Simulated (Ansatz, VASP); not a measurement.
ZrBrCl3: VASP beside Ansatz

```
CELL_PARAMETERS angstrom
5.57380 3.21803 2.40797
-5.57380 3.21803 2.40797
0.00000 -6.43607 2.40797
ATOMIC_POSITIONS crystal
Zr 0.74046 0.74046 0.74046
Br 0.39688 0.39688 0.39688
Cl 0.07642 0.73550 0.73550
Cl 0.73550 0.73550 0.07642
Cl 0.73550 0.07642 0.73550
```

Change from the starting cell: relaxed end of: species swapped into the AgBrO3 type (R3m, No. 160).

Alike in both runs: functional PBE; k mesh 6 × 6 × 6; occupations gaussian, width 0.02 eV; no spin polarisation.

Ansatz relaxed the structure, and its values are those at the end. VASP's run is a single point on that final structure, the one shown.

|  | VASP | Ansatz |
| --- | --- | --- |
| version | VASP 6.6.1 | Ansatz 0.2.0 |
| potentials or method | VASP PAW PBE potentials, release 64 (Zr_sv, Br, Cl), cutoff 520 eV | scalar-relativistic, plane waves, PAW |
| valence electrons in the cell | 40 | 40 |

Ansatz gave:

```
gap on the k mesh at the Fermi level (eV) : 4.09
least direct gap on the mesh (eV)         : 4.09
pressure (GPa)                            : 0.0
rms of the force components (eV/Å)        : 0.003
```

Task: Which values does VASP return?

Result: gap on the k mesh at the Fermi level (eV): 4.10; least direct gap on the mesh (eV): 4.10; pressure (GPa): 0.0; rms of the force components (eV/Å): 0.007.

The functional is the same, so the differences come from potentials, cutoffs and numerics. Ansatz's warnings: xc potential rough in thin density.
